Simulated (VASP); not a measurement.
# Rh (P6/mmm) in VASP: further runs

The runs below take Rh through single point, with PBE.

Everything below comes from runs of VASP 6.6.1. Logs are shortened: lines on timing, memory, paths and dates and some standing lists are left out, and cuts for length are marked.

## (1) The cell of the first run

The structure is hexagonal, space group P6/mmm (No. 191). Conventional cell: a = 4.339 Å, b = 4.339 Å, c = 2.663 Å, α = 90.00°, β = 90.00°, γ = 120.00°. Rh (site symmetry 6/mmm) has 14 Rh at 2.66 to 2.84 Å within 3.5 Å. Within 3.3 Å of Rh (site symmetry -6m2) lie 11 Rh at 2.50 to 2.84 Å.

This isn't the form of Rh at room conditions, which is fcc.

## (2) Single point, PBE

File INCAR:

```
SYSTEM = Rh
ALGO = Normal
EDIFF = 1E-7
ENCUT = 520
GGA = PE
ISIF = 2
ISMEAR = -1
LASPH = .TRUE.
LCHARG = .FALSE.
LREAL = .FALSE.
LWAVE = .FALSE.
NBANDS = 30
NELM = 100
PREC = Accurate
SIGMA = 0.1
```

File KPOINTS:

```
k-points
0
G
  9 9 12
  0 0 0
```

File POSCAR:

```
Rh
1.0
    4.3387372558      0.0000000000      0.0000000000
   -2.1693686279      3.7574566838      0.0000000000
    0.0000000000      0.0000000000      2.6625629763
Rh
3
Direct
    1.0000000000      1.0000000000      0.0000000000
    0.3333333333      0.6666666667      0.5000000000
    0.6666666667      0.3333333333      0.5000000000
```

Potentials or basis: VASP PAW PBE potentials, release 64 (Rh_pv).

Run with:

```bash
> cat potpaw_PBE.64/Rh_pv/POTCAR > POTCAR
> mpirun -np 1 vasp_std > vasp.out
```

OUTCAR:

```text
SYSTEM = Rh
   EDIFF = 1E-7
   ENCUT = 520
   GGA = PE
   ISIF = 2
   ISMEAR = -1
   LASPH = .TRUE.
   LREAL = .FALSE.
   NELM = 100
   PREC = Accurate

 ion  position               nearest neighbor table
   1  0.000  0.000  0.000-   2 2.84   3 2.84   2 2.84   3 2.84   2 2.84   2 2.84   3 2.84   3 2.84
                             3 2.84   3 2.84   2 2.84   2 2.84
   2  0.333  0.667  0.500-   3 2.50   3 2.50   3 2.50   1 2.84   1 2.84   1 2.84   1 2.84   1 2.84
                             1 2.84
   3  0.667  0.333  0.500-   2 2.50   2 2.50   2 2.50   1 2.84   1 2.84   1 2.84   1 2.84   1 2.84
                             1 2.84

  LATTYP: Found a hexagonal cell.
 ALAT       =     4.3387372558
 C/A-ratio  =     0.6136723243

  Lattice vectors:

 A1 = (   4.3387372558,   0.0000000000,   0.0000000000)
 A2 = (  -2.1693686279,   3.7574566838,   0.0000000000)
 A3 = (   0.0000000000,   0.0000000000,   2.6625629763)

Analysis of symmetry for initial positions (statically):
=====================================================================
 Subroutine PRICEL returns:
 Original cell was already a primitive cell.

 Routine SETGRP: Setting up the symmetry group for a
 hexagonal supercell.

 Subroutine GETGRP returns: Found 24 space group operations
 (whereof 24 operations were pure point group operations)
 out of a pool of 24 trial point group operations.

The static configuration has the point symmetry D_6h.

Analysis of symmetry for dynamics (positions and initial velocities):
=====================================================================
 Subroutine PRICEL returns:
 Original cell was already a primitive cell.

 Routine SETGRP: Setting up the symmetry group for a
 hexagonal supercell.

 Subroutine GETGRP returns: Found 24 space group operations
 (whereof 24 operations were pure point group operations)
 out of a pool of 24 trial point group operations.

The dynamic configuration has the point symmetry D_6h.

 Subroutine INISYM returns: Found 24 space group operations
 (whereof 24 operations are pure point group operations),
 and found     1 'primitive' translations

----------------------------------------------------------------------------------------

                                     Primitive cell

  volume of cell :      43.4067

  direct lattice vectors                    reciprocal lattice vectors
     4.338737256  0.000000000  0.000000000     0.230481806  0.133068733  0.000000000
    -2.169368628  3.757456684  0.000000000     0.000000000  0.266137466  0.000000000
     0.000000000  0.000000000  2.662562976     0.000000000  0.000000000  0.375577971

  length of vectors
     4.338737256  4.338737256  2.662562976     0.266137466  0.266137466  0.375577971

  position of ions in fractional coordinates (direct lattice)
     0.000000000  0.000000000  0.000000000
     0.333333333  0.666666667  0.500000000
     0.666666667  0.333333333  0.500000000

  ion indices of the primitive-cell ions
   primitive index   ion index
                 1           1
                 2           2
                 3           3

----------------------------------------------------------------------------------------

 KPOINTS: k-points

Automatic generation of k-mesh.
 Grid dimensions read from file:
 generate k-points for:    9    9   12

 Generating k-lattice:

  Cartesian coordinates                     Fractional coordinates (reciprocal lattice)
     0.025609090  0.014785415  0.000000000     0.111111111 -0.000000000  0.000000000
     0.000000000  0.029570830  0.000000000     0.000000000  0.111111111  0.000000000
     0.000000000  0.000000000  0.031298164     0.000000000  0.000000000  0.083333333

  Length of vectors
     0.029570830  0.029570830  0.031298164

  Shift w.r.t. Gamma in fractional coordinates (k-lattice)
     0.000000000  0.000000000  0.000000000

 Subroutine IBZKPT returns following result:
 ===========================================

 Found     84 irreducible k-points:

 Following reciprocal coordinates:
            Coordinates               Weight
  0.000000  0.000000  0.000000      1.000000
  0.111111 -0.000000  0.000000      6.000000
  0.222222  0.000000  0.000000      6.000000
  0.333333  0.000000  0.000000      6.000000
  0.444444  0.000000  0.000000      6.000000
  0.111111  0.111111  0.000000      6.000000
[... 16 lines left out ...]
  0.333333  0.222222  0.083333     24.000000
  0.333333  0.333333  0.083333      4.000000
 [... further k-points ...]
   k-points           NKPTS =     84   k-points in BZ     NKDIM =     84   number of bands    NBANDS=     30
   number of dos      NEDOS =    301   number of ions     NIONS =      3
   total plane-waves  NPLWV =  20480
   dimension x,y,z NGX =    32 NGY =   32 NGZ =   20
   dimension x,y,z NGXF=    64 NGYF=   64 NGZF=   40
   ions per type =               3
   NGX,Y,Z   is equivalent  to a cutoff of  12.26, 12.26, 12.49 a.u.
   NGXF,Y,Z  is equivalent  to a cutoff of  24.52, 24.52, 24.98 a.u.
 SYSTEM =  Rh
   PREC   = accura    normal or accurate (medium, high low for compatibility)
   ISTART =      0    job   : 0-new  1-cont  2-samecut
   ICHARG =      2    charge: 1-file 2-atom 10-const
   ISPIN  =      1    spin polarized calculation?
   LNONCOLLINEAR =      F non collinear calculations
   LSORBIT =      F    spin-orbit coupling
   LASPH  =      T    aspherical Exc in radial PAW
   ENCUT  =  520.0 eV  38.22 Ry    6.18 a.u.   8.07  8.07  4.95*2*pi/ulx,y,z
   NELM   =    100;   NELMIN=  2; NELMDL= -5     # of ELM steps
   EDIFF  = 0.1E-06   stopping-criterion for ELM
   LREAL  =      F    real-space projection
   EDIFFG = 0.1E-05   stopping-criterion for IOM
   NSW    =      0    number of steps for IOM
   IBRION =     -1    ionic relax: 0-MD 1-quasi-New 2-CG
   NFREE  =      0    steps in history (QN), initial steepest desc. (CG)
   ISIF   =      2    stress and relaxation
   ISYM   =      2    0-nonsym 1-usesym 2-fastsym
   POTIM  = 0.5000    time-step for ionic-motion
   TEBEG  =    0.0;   TEEND  =   0.0 temperature during run
   PSTRESS=    0.0 pullay stress
   NELECT =      45.0000    total number of electrons
   NUPDOWN=      -1.0000    fix difference up-down
   EMIN   =  10.00;   EMAX   =-10.00  energy-range for DOS
   EFERMI =   0.00;   METHOD = LEGACY
   ISMEAR =    -1;   SIGMA  =   0.10  broadening in eV -4-tet -1-fermi 0-gaus
   EFERMI_NEDOS =   21; number of points for ismear=-14 and -15
   IALGO  =     38    algorithm
   IMIX   =      4    mixing-type and parameters
     AMIX     =   0.40;   BMIX     =  1.00
     AMIX_MAG =   1.60;   BMIX_MAG =  1.00
  volume/ion in A,a.u.               =      14.47        97.64
  Fermi-wavevector in a.u.,A,eV,Ry     =   1.656888  3.131065 37.351791  2.745279
  Thomas-Fermi vector in A             =   2.744736
   LORBIT       =      0    0 simple, 1 ext, 2 COOP (PROOUT), +10 PAW based schemes
   GGA     = PE    functional components
   LHFCALC =     F    Hartree Fock is set to
   AEXX    =    0.0000 exact exchange contribution
   IVDW    =     0    specifies the selected vdW correction
   LEPSILON=     F    determine dielectric tensor
   LRPA    =     F    only Hartree local field effects (RPA)
 non-spin polarized calculation
  energy-cutoff  :      520.00
  volume of cell :       43.41
 maximum number of plane-waves:      1187
   NGX = 17   NGY = 17   NGZ =  9

 number of electron      44.9999990 magnetization

 Free energy of the ion-electron system (eV)
  ---------------------------------------------------
  ext. energy  EPLUGINS =         0.00000000
  ---------------------------------------------------
  free energy    TOTEN  =       -21.19414221 eV

  energy without entropy =      -20.99831224  energy(sigma->0) =      -21.09622722

 E-fermi :  11.0298     XC(G=0): -13.6855

 val. band max:       11.0208733733   @ k =   0.3333   0.2222   0.3333
 cond. band min:      11.0307039394   @ k =   0.4444   0.1111   0.5000
 fundamental gap:      0.0098305661
 Fermi energy:        11.0298460059

 k-point     1 :       0.0000    0.0000    0.0000
  band No.  band energies     occupation
      1     -35.9094      2.00000
      2     -35.9094      2.00000
      3     -35.5479      2.00000
      4     -35.5479      2.00000
      5     -35.3393      2.00000
      6     -35.2331      2.00000
[... 22 lines left out ...]
     29      19.2991      0.00000
     30      19.9876      0.00000

 k-point     2 :       0.1111   -0.0000    0.0000
  band No.  band energies     occupation
      1     -35.9232      2.00000
      2     -35.9065      2.00000
      3     -35.5286      2.00000
      4     -35.5274      2.00000
      5     -35.3347      2.00000
      6     -35.2574      2.00000
[... 22 lines left out ...]
     29      20.8276      0.00000
     30      21.0921      0.00000

 k-point     3 :       0.2222    0.0000    0.0000
  band No.  band energies     occupation
      1     -35.9537      2.00000
      2     -35.8890      2.00000
      3     -35.4850      2.00000
      4     -35.4816      2.00000
      5     -35.3221      2.00000
      6     -35.3191      2.00000
[... 22 lines left out ...]
     29      22.0564      0.00000
     30      22.8768      0.00000

 k-point     4 :       0.3333    0.0000    0.0000
  band No.  band energies     occupation
      1     -35.9833      2.00000
      2     -35.8469      2.00000
      3     -35.4862      2.00000
      4     -35.4245      2.00000
      5     -35.3621      2.00000
      6     -35.3054      2.00000
[... 22 lines left out ...]
     29      23.8109      0.00000
     30      24.5159      0.00000

 k-point     5 :       0.4444    0.0000    0.0000
  band No.  band energies     occupation
      1     -36.0006      2.00000
      2     -35.7937      2.00000
      3     -35.5520      2.00000
      4     -35.3705      2.00000
      5     -35.3508      2.00000
      6     -35.3164      2.00000
[... 22 lines left out ...]
     29      25.6286      0.00000
     30      25.9091      0.00000
[... 526 lines left out ...]
     29      25.5719      0.00000
     30      26.3756      0.00000

 k-point    22 :       0.2222    0.2222    0.0833
  band No.  band energies     occupation
      1     -35.9701      2.00000
      2     -35.8315      2.00000
      3     -35.5378      2.00000
      4     -35.3896      2.00000
      5     -35.3645      2.00000
      6     -35.3206      2.00000
[... 22 lines left out ...]
     29      22.2382      0.00000
     30      26.2239      0.00000

 k-point    23 :       0.3333    0.2222    0.0833
  band No.  band energies     occupation
      1     -35.9746      2.00000
      2     -35.7764      2.00000
      3     -35.6227      2.00000
      4     -35.3523      2.00000
      5     -35.3431      2.00000
      6     -35.3144      2.00000
[... 22 lines left out ...]
     29      24.0015      0.00000
     30      25.9365      0.00000

 k-point    24 :       0.3333    0.3333    0.0833
  band No.  band energies     occupation
      1     -35.9699      2.00000
      2     -35.7102      2.00000
      3     -35.7102      2.00000
      4     -35.3307      2.00000
      5     -35.3304      2.00000
      6     -35.3304      2.00000
[... 22 lines left out ...]
     29      24.2421      0.00000
     30      24.2421      0.00000

 [... further k-points ...]
[... 5 lines left out ...]
  --------------------------------------------------------------------------------------
  -------------------------------------------------------------------------------------
  Total        0.0191858      0.0191858     -0.0019625      0.0000000     -0.0000000      0.0000000
  in kB        0.7081646      0.7081646     -0.0724383      0.0000000     -0.0000000      0.0000000
  external PRESSURE =       0.4479637 kB  Pullay stress =       0.0000000 kB

 VOLUME and BASIS-vectors are now :
 -----------------------------------------------------------------------------
  energy-cutoff  :      520.00
  volume of cell :       43.41
      direct lattice vectors                 reciprocal lattice vectors
     4.338737256  0.000000000  0.000000000     0.230481806  0.133068733  0.000000000
    -2.169368628  3.757456684  0.000000000     0.000000000  0.266137466  0.000000000
     0.000000000  0.000000000  2.662562976     0.000000000  0.000000000  0.375577971

 POSITION                                       TOTAL-FORCE (eV/Angst)
 -----------------------------------------------------------------------------------
      0.00000      0.00000      0.00000         0.000000      0.000000      0.000000
     -0.00000      2.50497      1.33128         0.000000     -0.000000      0.000000
      2.16937      1.25249      1.33128        -0.000000      0.000000      0.000000
 -----------------------------------------------------------------------------------
    total drift:                               -0.000000      0.000000      0.000000

  FREE ENERGIE OF THE ION-ELECTRON SYSTEM (eV)
  ---------------------------------------------------
  free  energy   TOTEN  =       -21.1941422059 eV

  energy  without entropy=      -20.9983122392  energy(sigma->0) =      -21.09622722
```

It took 1.7 min on 1 thread of AMD EPYC 9R45 (Zen 5), shared host; peak memory 0.17 GiB.

What came out:

```yaml
Free_energy: -21.1941 eV
Pressure: 0.0 GPa
Band_gap_on_the_k_mesh: zero (an odd number of electrons rules out a gap without spin polarisation)
```

Stress tensor (GPa, compression positive):
```
 0.07  0.00  0.00
 0.00  0.07  0.00
 0.00  0.00 -0.01
```

Levels at points of the mesh, in eV from the Fermi level:
| k point | band 20 | band 21 | band 22 | band 23 | band 24 | band 25 | band 26 | band 27 |
| --- | --- | --- | --- | --- | --- | --- | --- | --- |
| (0.00, 0.00, 0.00) | -1.57 | -1.57 | -1.49 | -1.49 | 0.73 | 0.73 | 8.25 | 8.25 |
| (0.00, 0.00, 0.50) | -0.05 | -0.05 | 0.34 | 0.34 | 1.46 | 2.70 | 3.52 | 9.55 |

## (3) Single point, PBE (12.73 Å³/atom)

This run uses another cell than the first one, of 12.73 Å³/atom.

File INCAR:

```
PREC = Accurate
ENCUT = 520
EDIFF = 1E-6
ISMEAR = -1
SIGMA = 0.1
LREAL = False
LASPH = True
NELM = 80
ALGO = Normal
ISIF = 2
LWAVE = False
LCHARG = False
GGA = PE
NBANDS = 30
```

File KPOINTS:

```
Automatic mesh
0
Gamma
  11 11 16
```

File POSCAR:

```
Rh
1.0
    4.1577423684      0.0000000000      0.0000000000
   -2.0788711842      3.6007105134      0.0000000000
    0.0000000000      0.0000000000      2.5514914230
Rh
3
Direct
    1.0000000000      1.0000000000      0.0000000000
    0.3333333333      0.6666666667      0.5000000000
    0.6666666667      0.3333333333      0.5000000000
```

Potentials or basis: VASP PAW PBE potentials, release 64 (Rh_pv).

Run with:

```bash
> cat potpaw_PBE.64/Rh_pv/POTCAR > POTCAR
> mpirun -np 1 vasp_std > vasp.out
```

OUTCAR:

```text
PREC = Accurate
   ENCUT = 520
   EDIFF = 1E-6
   ISMEAR = -1
   LREAL = False
   LASPH = True
   NELM = 80
   ISIF = 2
   GGA = PE

 ion  position               nearest neighbor table
   1  0.000  0.000  0.000-   2 2.72   3 2.72   2 2.72   3 2.72   2 2.72   2 2.72   3 2.72   3 2.72
                             3 2.72   3 2.72   2 2.72   2 2.72
   2  0.333  0.667  0.500-   3 2.40   3 2.40   3 2.40   1 2.72   1 2.72   1 2.72   1 2.72   1 2.72
                             1 2.72
   3  0.667  0.333  0.500-   2 2.40   2 2.40   2 2.40   1 2.72   1 2.72   1 2.72   1 2.72   1 2.72
                             1 2.72

  LATTYP: Found a hexagonal cell.
 ALAT       =     4.1577423684
 C/A-ratio  =     0.6136723243

  Lattice vectors:

 A1 = (   4.1577423684,   0.0000000000,   0.0000000000)
 A2 = (  -2.0788711842,   3.6007105134,   0.0000000000)
 A3 = (   0.0000000000,   0.0000000000,   2.5514914230)

Analysis of symmetry for initial positions (statically):
=====================================================================
 Subroutine PRICEL returns:
 Original cell was already a primitive cell.
[... 165 lines left out ...]
  ---------------------------------------------------
  ext. energy  EPLUGINS =         0.00000000
  ---------------------------------------------------
  free energy    TOTEN  =       -20.59300627 eV

  energy without entropy =      -20.43695491  energy(sigma->0) =      -20.51498059

 E-fermi :  13.4201     XC(G=0): -14.5125

 val. band max:       13.4183099178   @ k =   0.2727   0.1818   0.3125
 cond. band min:      13.4226030426   @ k =   0.1818   0.0000   0.5000
 fundamental gap:      0.0042931248
 Fermi energy:        13.4200938389

 k-point     1 :       0.0000    0.0000    0.0000
  band No.  band energies     occupation
      1     -34.0394      2.00000
      2     -34.0394      2.00000
      3     -33.5710      2.00000
      4     -33.5710      2.00000
      5     -33.2637      2.00000
      6     -33.0648      2.00000
[... 781 lines left out ...]
     29      25.1373      0.00000
     30      27.1417      0.00000

 [... further k-points ...]
[... 5 lines left out ...]
  --------------------------------------------------------------------------------------
  -------------------------------------------------------------------------------------
  Total       10.4177414     10.4177414      9.3325344      0.0000000      0.0000000      0.0000000
  in kB      436.9625928    436.9625928    391.4445836      0.0000000      0.0000000      0.0000000
  external PRESSURE =     421.7899231 kB  Pullay stress =       0.0000000 kB

 VOLUME and BASIS-vectors are now :
 -----------------------------------------------------------------------------
  energy-cutoff  :      520.00
  volume of cell :       38.20
      direct lattice vectors                 reciprocal lattice vectors
     4.157742368  0.000000000  0.000000000     0.240515143  0.138861483  0.000000000
    -2.078871184  3.600710513  0.000000000     0.000000000  0.277722965  0.000000000
     0.000000000  0.000000000  2.551491423     0.000000000  0.000000000  0.391927635

 POSITION                                       TOTAL-FORCE (eV/Angst)
 -----------------------------------------------------------------------------------
      0.00000      0.00000      0.00000        -0.000000      0.000000      0.000000
     -0.00000      2.40047      1.27575        -0.000000      0.000000      0.000000
      2.07887      1.20024      1.27575         0.000000      0.000000     -0.000000
 -----------------------------------------------------------------------------------
    total drift:                               -0.000000      0.000000      0.000000

  FREE ENERGIE OF THE ION-ELECTRON SYSTEM (eV)
  ---------------------------------------------------
  free  energy   TOTEN  =       -20.5930062707 eV

  energy  without entropy=      -20.4369549050  energy(sigma->0) =      -20.51498059
```

OSZICAR:

```text
N       E                     dE             d eps       ncg     rms          rms(c)
DAV:   1     0.551975921817E+03    0.55198E+03   -0.27130E+04  8704   0.173E+03
DAV:   2    -0.593241652290E+01   -0.55791E+03   -0.54058E+03  8904   0.543E+02
DAV:   3    -0.217247237501E+02   -0.15792E+02   -0.15555E+02  9630   0.102E+02
DAV:   4    -0.218545086832E+02   -0.12978E+00   -0.12975E+00  9742   0.937E+00
DAV:   5    -0.218567330206E+02   -0.22243E-02   -0.22243E-02  9678   0.125E+00    0.228E+01
DAV:   6    -0.207088344432E+02    0.11479E+01   -0.31643E+00  9660   0.160E+01    0.962E+00
DAV:   7    -0.212577957325E+02   -0.54896E+00   -0.35312E+00  9408   0.200E+01    0.967E+00
DAV:   8    -0.205997951441E+02    0.65800E+00   -0.27131E+00  9348   0.110E+01    0.282E+00
DAV:   9    -0.205929199611E+02    0.68752E-02   -0.27127E-02  9546   0.161E+00    0.139E-01
DAV:  10    -0.205929996661E+02   -0.79705E-04   -0.44025E-04 10290   0.197E-01    0.704E-02
DAV:  11    -0.205930069319E+02   -0.72658E-05   -0.18403E-05  9718   0.383E-02    0.973E-03
DAV:  12    -0.205930062707E+02    0.66121E-06   -0.12628E-06  5952   0.110E-02
   1 F= -.20593006E+02 E0= -.20514981E+02  d E =-.156051E+00
```

Wall time 2.2 min (1 thread of AMD EPYC 9R45 (Zen 5), shared host); peak memory 0.2 GiB.

Results:

| Property | Result |
| --- | --- |
| Free energy | -20.5930 eV |
| Pressure | 42.2 GPa |
| Band gap on the k mesh | zero (an odd number of electrons rules out a gap without spin polarisation) |

Caveat: the cell stands under pressure.
